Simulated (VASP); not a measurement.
Runs of VASP 6.6.1 on KZnF3. It takes space group Pm-3m (No. 221, cubic). The conventional cell has a = 4.050 Å, b = 4.050 Å, c = 4.050 Å, α = 90.00°, β = 90.00°, γ = 90.00°. K (site symmetry m-3m) has 12 F at 2.86 Å and 8 Zn at 3.51 Å within 3.8 Å. Zn (site symmetry m-3m) has 6 F at 2.02 Å within 2.7 Å. Within 2.7 Å of F (site symmetry 4/mmm) lie 2 Zn at 2.02 Å. 

```tsv
task	level	potentials or basis	cell	gap on the mesh (eV)	pressure (GPa)
electric field gradients	r2SCAN	VASP PAW PBE potentials, release 64 (K_sv, Zn, F)	as given	4.58	0.0
electric field gradients	PBE	VASP PAW PBE potentials, release 64 (K_sv, Zn, F)	as given	3.79	4.9
relaxation of the atoms	PBE	VASP PAW PBE potentials, release 64 (K_sv, Zn, F)	atoms relaxed	3.79	4.7
single point	PBE	VASP PAW PBE potentials, release 64 (K_sv, Zn, F)	as given	3.79	4.9
electric field gradients	LDA	VASP PAW LDA potentials, release 64 (K_sv, Zn, F)	as given	(a)	-4.4
```

Alike in all rows: no spin polarisation; k mesh 6 × 6 × 6; cutoff (eV) 520; smearing fermi-dirac 0.02 eV.

**Question.** Fill in the values left out.

**Answer.** (a) 3.59.

Caveats: the cell stands under pressure (at least some runs); the PAW data sets were made with another functional, which shifts forces and pressure a little (at least some runs); the relaxation stopped at its first step, so nothing moved (at least some runs); the cell stands under tension (at least some runs).

A k mesh can miss the band edges.
